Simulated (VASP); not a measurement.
Set up this calculation in VASP 6.6.1, as the native input.

```yaml
Task: single point
Functional: PBEsol
Potentials_or_basis: VASP PAW PBE potentials, release 64 (P)
Cutoff: 520 eV
k_mesh: 8 × 1 × 6
Occupations: gaussian, width 0.05 eV
Spin: no spin polarisation
Dipole_correction: no
Further_INCAR_settings: ALGO = Normal; EDIFF = 1e-07; NBANDS = 18
```

The structure of P lies in POSCAR:

```
P
1.0
    3.2837277200      0.0000000000      0.0000000000
    0.0000000000     34.8570309900      0.0000000000
    0.0000000000      0.0000000000      4.7478868277
P
4
Direct
    0.0000000000      0.9702614300      0.5921507200
    0.0000000000      0.0297385700      0.4078492800
    0.5000000000      0.0297385700      0.0921507200
    0.5000000000      0.9702614300      0.9078492800
```

This cell differs from its parent crystal: strain +0.000 along x and y, +0.025 along z.

These files were run (other wordings do the same):

INCAR

```
PREC     = Accurate       # precision mode
ENCUT    = 520            # plane-wave cutoff, eV
EDIFF    = 1E-7           # SCF threshold, eV
ISMEAR   = 0              # smearing method
SIGMA    = 0.05           # smearing width, eV
LREAL    = F              # projectors in reciprocal space
LASPH    = T              # aspherical terms in the spheres
NELM     = 100            # most SCF steps
ALGO     = Normal         # electronic algorithm
ISIF     = 2              # what is computed and relaxed
LWAVE    = F              # write WAVECAR
LCHARG   = F              # write CHGCAR
GGA      = PS             # functional
NBANDS   = 18             # bands
```

KPOINTS

```
regular mesh
0
Gamma
  8 1 6
```

Potentials or basis: VASP PAW PBE potentials, release 64 (P).

Launch:

```console
$ cat potpaw_PBE.64/P/POTCAR > POTCAR
$ mpirun -np 1 vasp_std > vasp.out
```

It gave:

```
Largest force          : 0.119 eV/Å
Band gap on the k mesh : 1.04 eV, direct
```

Caveat: the cell differs from its parent crystal (strain +0.000 along x and y, +0.025 along z); the PAW data sets were made with another functional, which shifts forces and pressure a little.

It took 5.6 min on 1 thread of Intel Xeon 6975P-C, with other jobs on the host, peak memory 0.57 GiB.
